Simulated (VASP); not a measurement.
# BAs2 (P6/mmm) in VASP: further runs

Runs on BAs2. Level: PBE. Tasks: single point, relaxation of cell and atoms.

Everything below comes from runs of VASP 6.6.1. Logs are shortened: lines on timing, memory, paths and dates and some standing lists are left out, and cuts for length are marked.

## (1) The cell of the first run

The structure is hexagonal, space group P6/mmm (No. 191). Conventional cell: a = 4.481 Å, b = 4.481 Å, c = 2.824 Å, α = 90.00°, β = 90.00°, γ = 120.00°. Within 3.7 Å of B (site symmetry 6/mmm) lie 2 B at 2.82 Å and 12 As at 2.95 Å. As (site symmetry -6m2) has 5 As at 2.59 to 2.82 Å and 6 B at 2.95 Å within 3.4 Å.

## (2) Single point, PBE

File INCAR:

```
ALGO     = Normal         # electronic algorithm
EDIFF    = 1E-7           # SCF threshold, eV
ENCUT    = 520            # plane-wave cutoff, eV
GGA      = PE             # functional
ISIF     = 2              # what is computed and relaxed
ISMEAR   = 0              # smearing method
LASPH    = T              # aspherical terms in the spheres
LCHARG   = F              # write CHGCAR
LREAL    = F              # projectors in reciprocal space
LWAVE    = F              # write WAVECAR
NBANDS   = 14             # bands
NELM     = 80             # most SCF steps
PREC     = Accurate       # precision mode
SIGMA    = 0.1            # smearing width, eV
```

File KPOINTS:

```
k-points
0
Gamma
  6 6 4
```

File POSCAR:

```
BAs2
1.0
    4.4812557050      0.0000000035      0.0000000000
   -2.2406278555      3.8808812796      0.0000000000
    0.0000000000      0.0000000000      2.8237772924
B As
1 2
Direct
    0.0000000000      0.0000000000      0.0000000000
    0.3333333333      0.6666666667      0.5000000000
    0.6666666667      0.3333333333      0.5000000000
```

Potentials or basis: VASP PAW PBE potentials, release 64 (B, As).

On the command line:

```bash
$ cat potpaw_PBE.64/B/POTCAR potpaw_PBE.64/As/POTCAR > POTCAR
$ mpirun -np 1 vasp_std > vasp.out
```

OUTCAR:

```text
EDIFF = 1E-7
   ENCUT = 520
   GGA = PE
   ISIF = 2
   ISMEAR = 0
   LASPH = T
   LREAL = F
   NELM = 80
   PREC = Accurate

 ion  position               nearest neighbor table
   1  0.000  0.000  0.000-
   2  0.333  0.667  0.500-   3 2.59   3 2.59   3 2.59
   3  0.667  0.333  0.500-   2 2.59   2 2.59   2 2.59

  LATTYP: Found a hexagonal cell.
 ALAT       =     4.4812557050
 C/A-ratio  =     0.6301308112

  Lattice vectors:

 A1 = (   4.4812557050,   0.0000000035,   0.0000000000)
 A2 = (  -2.2406278555,   3.8808812796,   0.0000000000)
 A3 = (   0.0000000000,   0.0000000000,   2.8237772924)

Analysis of symmetry for initial positions (statically):
=====================================================================
 Subroutine PRICEL returns:
 Original cell was already a primitive cell.

 Routine SETGRP: Setting up the symmetry group for a
 hexagonal supercell.

 Subroutine GETGRP returns: Found 24 space group operations
 (whereof 24 operations were pure point group operations)
 out of a pool of 24 trial point group operations.

The static configuration has the point symmetry D_6h.

Analysis of symmetry for dynamics (positions and initial velocities):
=====================================================================
 Subroutine PRICEL returns:
 Original cell was already a primitive cell.

 Routine SETGRP: Setting up the symmetry group for a
 hexagonal supercell.

 Subroutine GETGRP returns: Found 24 space group operations
 (whereof 24 operations were pure point group operations)
 out of a pool of 24 trial point group operations.

The dynamic configuration has the point symmetry D_6h.

 Subroutine INISYM returns: Found 24 space group operations
 (whereof 24 operations are pure point group operations),
 and found     1 'primitive' translations

----------------------------------------------------------------------------------------

                                     Primitive cell

  volume of cell :      49.1089

  direct lattice vectors                    reciprocal lattice vectors
     4.481255705  0.000000003  0.000000000     0.223151738  0.128836716  0.000000000
    -2.240627856  3.880881280  0.000000000    -0.000000000  0.257673432  0.000000000
     0.000000000  0.000000000  2.823777292     0.000000000  0.000000000  0.354135577

  length of vectors
     4.481255705  4.481255705  2.823777292     0.257673432  0.257673432  0.354135577

  position of ions in fractional coordinates (direct lattice)
     0.000000000  0.000000000  0.000000000
     0.333333333  0.666666667  0.500000000
     0.666666667  0.333333333  0.500000000

  ion indices of the primitive-cell ions
   primitive index   ion index
                 1           1
                 2           2
                 3           3

----------------------------------------------------------------------------------------

 KPOINTS: k-points

Automatic generation of k-mesh.
 Grid dimensions read from file:
 generate k-points for:    6    6    4

 Generating k-lattice:

  Cartesian coordinates                     Fractional coordinates (reciprocal lattice)
     0.037191956  0.021472786  0.000000000     0.166666667 -0.000000000  0.000000000
    -0.000000000  0.042945572  0.000000000     0.000000000  0.166666667  0.000000000
     0.000000000  0.000000000  0.088533894     0.000000000  0.000000000  0.250000000

  Length of vectors
     0.042945572  0.042945572  0.088533894

  Shift w.r.t. Gamma in fractional coordinates (k-lattice)
     0.000000000  0.000000000  0.000000000

 Subroutine IBZKPT returns following result:
 ===========================================

 Found     21 irreducible k-points:

 Following reciprocal coordinates:
            Coordinates               Weight
  0.000000  0.000000  0.000000      1.000000
  0.166667  0.000000  0.000000      6.000000
  0.333333  0.000000  0.000000      6.000000
  0.500000  0.000000  0.000000      3.000000
  0.166667  0.166667  0.000000      6.000000
  0.333333  0.166667  0.000000     12.000000
[... 13 lines left out ...]
  0.333333  0.166667  0.500000     12.000000
  0.333333  0.333333  0.500000      2.000000
   k-points           NKPTS =     21   k-points in BZ     NKDIM =     21   number of bands    NBANDS=     14
   number of dos      NEDOS =    301   number of ions     NIONS =      3
   total plane-waves  NPLWV =  31104
   dimension x,y,z NGX =    36 NGY =   36 NGZ =   24
   dimension x,y,z NGXF=    72 NGYF=   72 NGZF=   48
   ions per type =               1   2
   NGX,Y,Z   is equivalent  to a cutoff of  13.36, 13.36, 14.13 a.u.
   NGXF,Y,Z  is equivalent  to a cutoff of  26.71, 26.71, 28.26 a.u.
 SYSTEM =  unknown system
   PREC   = accura    normal or accurate (medium, high low for compatibility)
   ISTART =      0    job   : 0-new  1-cont  2-samecut
   ICHARG =      2    charge: 1-file 2-atom 10-const
   ISPIN  =      1    spin polarized calculation?
   LNONCOLLINEAR =      F non collinear calculations
   LSORBIT =      F    spin-orbit coupling
   LASPH  =      T    aspherical Exc in radial PAW
   ENCUT  =  520.0 eV  38.22 Ry    6.18 a.u.   8.33  8.33  5.25*2*pi/ulx,y,z
   NELM   =     80;   NELMIN=  2; NELMDL= -5     # of ELM steps
   EDIFF  = 0.1E-06   stopping-criterion for ELM
   LREAL  =      F    real-space projection
   EDIFFG = 0.1E-05   stopping-criterion for IOM
   NSW    =      0    number of steps for IOM
   IBRION =     -1    ionic relax: 0-MD 1-quasi-New 2-CG
   NFREE  =      0    steps in history (QN), initial steepest desc. (CG)
   ISIF   =      2    stress and relaxation
   ISYM   =      2    0-nonsym 1-usesym 2-fastsym
   POTIM  = 0.5000    time-step for ionic-motion
   TEBEG  =    0.0;   TEEND  =   0.0 temperature during run
   PSTRESS=    0.0 pullay stress
   NELECT =      13.0000    total number of electrons
   NUPDOWN=      -1.0000    fix difference up-down
   EMIN   =  10.00;   EMAX   =-10.00  energy-range for DOS
   EFERMI =   0.00;   METHOD = LEGACY
   ISMEAR =     0;   SIGMA  =   0.10  broadening in eV -4-tet -1-fermi 0-gaus
   EFERMI_NEDOS =   21; number of points for ismear=-14 and -15
   IALGO  =     38    algorithm
   IMIX   =      4    mixing-type and parameters
     AMIX     =   0.40;   BMIX     =  1.00
     AMIX_MAG =   1.60;   BMIX_MAG =  1.00
  volume/ion in A,a.u.               =      16.37       110.47
  Fermi-wavevector in a.u.,A,eV,Ry     =   1.051161  1.986406 15.033605  1.104939
  Thomas-Fermi vector in A             =   2.186193
   LORBIT       =      0    0 simple, 1 ext, 2 COOP (PROOUT), +10 PAW based schemes
   GGA     = PE    functional components
   LHFCALC =     F    Hartree Fock is set to
   AEXX    =    0.0000 exact exchange contribution
   IVDW    =     0    specifies the selected vdW correction
   LEPSILON=     F    determine dielectric tensor
   LRPA    =     F    only Hartree local field effects (RPA)
 non-spin polarized calculation
 Gauss-broadening in eV      SIGMA  =   0.10
  energy-cutoff  :      520.00
  volume of cell :       49.11
 maximum number of plane-waves:      1349
 NGX is ok and might be reduce to    36
   NGX = 17   NGY = 17   NGZ = 11

 number of electron      13.0000001 magnetization

 Free energy of the ion-electron system (eV)
  ---------------------------------------------------
  ext. energy  EPLUGINS =         0.00000000
  ---------------------------------------------------
  free energy    TOTEN  =       -12.10286393 eV

  energy without entropy =      -12.10270378  energy(sigma->0) =      -12.10278386

 E-fermi :   5.6934     XC(G=0): -10.6799

 val. band max:        5.4773709156   @ k =   0.3333   0.1667   0.2500
 cond. band min:       5.8607218920   @ k =   0.5000   0.0000   0.5000
 fundamental gap:      0.3833509764
 Fermi energy:         5.6934303141

 k-point     1 :       0.0000    0.0000    0.0000
  band No.  band energies     occupation
      1      -9.1528      2.00000
      2      -2.5684      2.00000
      3       1.1513      2.00000
      4       1.2633      2.00000
      5       1.2633      2.00000
      6       2.9825      2.00000
      7       2.9825      2.00000
      8       7.8658      0.00000
      9      11.9952      0.00000
     10      12.8010      0.00000
     11      12.8010      0.00000
     12      13.1736      0.00000
     13      13.2061      0.00000
     14      21.0621      0.00000

 k-point     2 :       0.1667    0.0000    0.0000
  band No.  band energies     occupation
      1      -8.9181      2.00000
      2      -3.5008      2.00000
      3       0.0068      2.00000
      4       0.5709      2.00000
      5       2.2238      2.00000
      6       4.1518      2.00000
      7       4.9587      2.00000
      8       8.1018      0.00000
      9      11.7387      0.00000
     10      11.7665      0.00000
     11      12.3903      0.00000
     12      12.7669      0.00000
     13      13.5110      0.00000
     14      19.4963      0.00000

 k-point     3 :       0.3333    0.0000    0.0000
  band No.  band energies     occupation
      1      -8.2495      2.00000
      2      -5.1320      2.00000
      3      -0.9535      2.00000
      4      -0.1445      2.00000
      5       4.2544      2.00000
      6       6.2505      0.00000
      7       7.8675      0.00000
      8       8.7877      0.00000
      9       9.4322      0.00000
     10      11.0037      0.00000
     11      11.0149      0.00000
     12      12.0862      0.00000
     13      14.3680      0.00000
     14      17.2408      0.00000
[... 273 lines left out ...]
 k-point    20 :       0.3333    0.1667    0.5000
  band No.  band energies     occupation
      1      -4.9071      2.00000
      2      -3.2104      2.00000
      3      -0.3516      2.00000
      4       1.0884      2.00000
      5       1.1339      2.00000
      6       2.4491      2.00000
      7       4.8235      2.00000
      8       6.9813      0.00000
      9       7.4776      0.00000
     10       8.9732      0.00000
     11      10.0060      0.00000
     12      12.1616      0.00000
     13      13.2888      0.00000
     14      16.3951      0.00000

 k-point    21 :       0.3333    0.3333    0.5000
  band No.  band energies     occupation
      1      -4.0897      2.00000
      2      -4.0897      2.00000
      3       0.4552      2.00000
      4       0.6810      2.00000
      5       0.6810      2.00000
      6       1.3010      2.00000
      7       6.7882      0.00000
      8       7.7501      0.00000
      9       7.7501      0.00000
     10       8.3765      0.00000
     11       8.3765      0.00000
     12      12.6395      0.00000
     13      13.3853      0.00000
     14      17.6293      0.00000

------------------------ aborting loop because EDIFF is reached ----------------------------------------

  FORCE on cell =-STRESS in cart. coord.  units (eV):
  Direction    XX          YY          ZZ          XY          YZ          ZX
  --------------------------------------------------------------------------------------
  -------------------------------------------------------------------------------------
  Total        0.1774458      0.1774458      0.0535302      0.0000000      0.0000000      0.0000000
  in kB        5.7891641      5.7891641      1.7464198      0.0000000      0.0000000      0.0000000
  external PRESSURE =       4.4415826 kB  Pullay stress =       0.0000000 kB

 VOLUME and BASIS-vectors are now :
 -----------------------------------------------------------------------------
  energy-cutoff  :      520.00
  volume of cell :       49.11
      direct lattice vectors                 reciprocal lattice vectors
     4.481255705  0.000000003  0.000000000     0.223151738  0.128836716  0.000000000
    -2.240627856  3.880881280  0.000000000    -0.000000000  0.257673432  0.000000000
     0.000000000  0.000000000  2.823777292     0.000000000  0.000000000  0.354135577

 POSITION                                       TOTAL-FORCE (eV/Angst)
 -----------------------------------------------------------------------------------
      0.00000      0.00000      0.00000        -0.000000      0.000000      0.000000
     -0.00000      2.58725      1.41189        -0.000000      0.000000     -0.000000
      2.24063      1.29363      1.41189         0.000000     -0.000000      0.000000
 -----------------------------------------------------------------------------------
    total drift:                               -0.000000      0.000000     -0.000000

  FREE ENERGIE OF THE ION-ELECTRON SYSTEM (eV)
  ---------------------------------------------------
  free  energy   TOTEN  =       -12.1028639267 eV

  energy  without entropy=      -12.1027037841  energy(sigma->0) =      -12.10278386
```

Wall time 9.8 s (1 thread of Intel Xeon Platinum 8488C (Sapphire Rapids), shared host); peak memory 0.17 GiB.

Results:

- Free energy: -12.1029 eV
- Pressure: 0.4 GPa

Stress tensor (GPa, compression positive):
```
0.58 0.00 0.00
0.00 0.58 0.00
0.00 0.00 0.17
```

Caveat: the k points lie up to 0.56 Å⁻¹ apart.

## (3) Single point, PBE

This run uses another cell than the first one, of 18.01 Å³/atom, 1.100 times its volume.

File INCAR:

```
PREC     = Accurate       # precision mode
ENCUT    = 520            # plane-wave cutoff, eV
EDIFF    = 1E-6           # SCF threshold, eV
ISMEAR   = 0              # smearing method
SIGMA    = 0.1            # smearing width, eV
LREAL    = F              # projectors in reciprocal space
LASPH    = T              # aspherical terms in the spheres
NELM     = 80             # most SCF steps
ALGO     = Normal         # electronic algorithm
ISIF     = 2              # what is computed and relaxed
LWAVE    = F              # write WAVECAR
LCHARG   = F              # write CHGCAR
GGA      = PE             # functional
NBANDS   = 14             # bands
```

File KPOINTS:

```
Automatic mesh
0
Gamma
  6 6 4
```

File POSCAR:

```
BAs2
1.0
    3.6599502100      0.0000000000      0.0000000000
   -1.8299751100      3.1696098600      0.0000000000
    0.0000000000      0.0000000000      4.6586498100
B As
1 2
Direct
    0.0000000000      0.0000000000      0.0000000000
    0.3333333300      0.6666666700      0.5000000000
    0.6666666700      0.3333333300      0.5000000000
```

Potentials or basis: VASP PAW PBE potentials, release 64 (B, As).

On the command line:

```bash
$ cat potpaw_PBE.64/B/POTCAR potpaw_PBE.64/As/POTCAR > POTCAR
$ mpirun -np 1 vasp_std > vasp.out
```

OUTCAR:

```text
PREC = Accurate
   ENCUT = 520
   EDIFF = 1E-6
   ISMEAR = 0
   LREAL = F
   LASPH = T
   NELM = 80
   ISIF = 2
   GGA = PE

 ion  position               nearest neighbor table
   1  0.000  0.000  0.000-
   2  0.333  0.667  0.500-   3 2.11   3 2.11   3 2.11
   3  0.667  0.333  0.500-   2 2.11   2 2.11   2 2.11

  LATTYP: Found a hexagonal cell.
 ALAT       =     3.6599502100
 C/A-ratio  =     1.2728724553

  Lattice vectors:

 A1 = (   3.6599502100,   0.0000000000,   0.0000000000)
 A2 = (  -1.8299751100,   3.1696098600,   0.0000000000)
 A3 = (   0.0000000000,   0.0000000000,   4.6586498100)

Analysis of symmetry for initial positions (statically):
=====================================================================
 Subroutine PRICEL returns:
 Original cell was already a primitive cell.

 Routine SETGRP: Setting up the symmetry group for a
 hexagonal supercell.

 Subroutine GETGRP returns: Found 24 space group operations
 (whereof 24 operations were pure point group operations)
[... 175 lines left out ...]
      4       0.2974      2.00000
      5       0.2974      2.00000
      6       2.3086      2.00000
      7       5.4698      0.00556
      8       5.4698      0.00556
      9       8.6582      0.00000
     10       9.0093      0.00000
     11       9.0093      0.00000
     12      10.1475      0.00000
     13      10.5399      0.00000
     14      15.1405      0.00000
[... 326 lines left out ...]
      1      -8.3275      2.00000
      2      -8.3275      2.00000
      3      -3.6248      2.00000
      4       0.1311      2.00000
      5       1.4770      2.00000
      6       1.4770      2.00000
      7       6.6884      0.00000
      8       8.2478      0.00000
      9       8.2478      0.00000
     10       9.1891      0.00000
     11       9.1891      0.00000
     12      12.4401      0.00000
     13      13.0478      0.00000
     14      15.3849      0.00000

------------------------ aborting loop because EDIFF is reached ----------------------------------------

  FORCE on cell =-STRESS in cart. coord.  units (eV):
  Direction    XX          YY          ZZ          XY          YZ          ZX
  --------------------------------------------------------------------------------------
  -------------------------------------------------------------------------------------
  Total       18.7557527     18.7557527     -2.5366978     -0.0000000     -0.0000000     -0.0000000
  in kB      556.0374310    556.0374316    -75.2035369     -0.0000009     -0.0000000     -0.0000000
  external PRESSURE =     345.6237752 kB  Pullay stress =       0.0000000 kB

 VOLUME and BASIS-vectors are now :
 -----------------------------------------------------------------------------
  energy-cutoff  :      520.00
  volume of cell :       54.04
      direct lattice vectors                 reciprocal lattice vectors
     3.659950210  0.000000000  0.000000000     0.273227761  0.157748122  0.000000000
    -1.829975110  3.169609860  0.000000000     0.000000000  0.315496242  0.000000000
     0.000000000  0.000000000  4.658649810     0.000000000  0.000000000  0.214654469

 POSITION                                       TOTAL-FORCE (eV/Angst)
 -----------------------------------------------------------------------------------
      0.00000      0.00000      0.00000         0.000000      0.000000      0.000000
     -0.00000      2.11307      2.32932         0.000000      0.000000      0.000000
      1.82998      1.05654      2.32932        -0.000000      0.000000     -0.000000
 -----------------------------------------------------------------------------------
    total drift:                               -0.000000      0.000000      0.000000

  FREE ENERGIE OF THE ION-ELECTRON SYSTEM (eV)
  ---------------------------------------------------
  free  energy   TOTEN  =        -7.4958481256 eV

  energy  without entropy=       -7.4811857775  energy(sigma->0) =       -7.48851695
```

OSZICAR:

```text
N       E                     dE             d eps       ncg     rms          rms(c)
DAV:   1     0.409386129059E+02    0.40939E+02   -0.51411E+03   588   0.761E+02
DAV:   2    -0.535982691314E+01   -0.46298E+02   -0.43139E+02   812   0.125E+02
DAV:   3    -0.757829280727E+01   -0.22185E+01   -0.21983E+01   744   0.269E+01
DAV:   4    -0.759236207200E+01   -0.14069E-01   -0.14067E-01   702   0.251E+00
DAV:   5    -0.759244477697E+01   -0.82705E-04   -0.82703E-04   762   0.192E-01    0.732E+00
DAV:   6    -0.752931220543E+01    0.63133E-01   -0.26709E-02   678   0.782E-01    0.431E+00
DAV:   7    -0.749779017192E+01    0.31522E-01   -0.33752E-02   690   0.997E-01    0.463E-01
DAV:   8    -0.749591954107E+01    0.18706E-02   -0.55077E-03   678   0.320E-01    0.608E-02
DAV:   9    -0.749584783945E+01    0.71702E-04   -0.48032E-04   678   0.131E-01    0.133E-02
DAV:  10    -0.749584751423E+01    0.32522E-06   -0.15204E-05   744   0.203E-02    0.768E-03
DAV:  11    -0.749584812555E+01   -0.61132E-06   -0.19844E-06   660   0.852E-03
   1 F= -.74958481E+01 E0= -.74885170E+01  d E =-.146623E-01
```

Wall time 9.9 s (1 thread of Intel Xeon Platinum 8488C (Sapphire Rapids), shared host); peak memory 0.17 GiB.

What came out:

```yaml
Free_energy: -7.4958 eV
Pressure: 34.6 GPa
```

Levels at points of the mesh, in eV from the Fermi level:
| k point | band 4 | band 5 | band 6 | band 7 | band 8 | band 9 |
| --- | --- | --- | --- | --- | --- | --- |
| (0.00, 0.00, 0.00) | -4.98 | -4.98 | -2.97 | 0.20 | 0.20 | 3.38 |
| (0.50, 0.00, 0.00) | -4.98 | -3.37 | -2.09 | -1.18 | -0.85 | 1.93 |
| (0.00, 0.00, 0.50) | -4.94 | -2.88 | -1.37 | 0.61 | 1.05 | 1.05 |
| (0.50, 0.00, 0.50) | -5.74 | -5.01 | -2.55 | 0.07 | 1.02 | 2.62 |

(Part 1 of 2 ends here.)
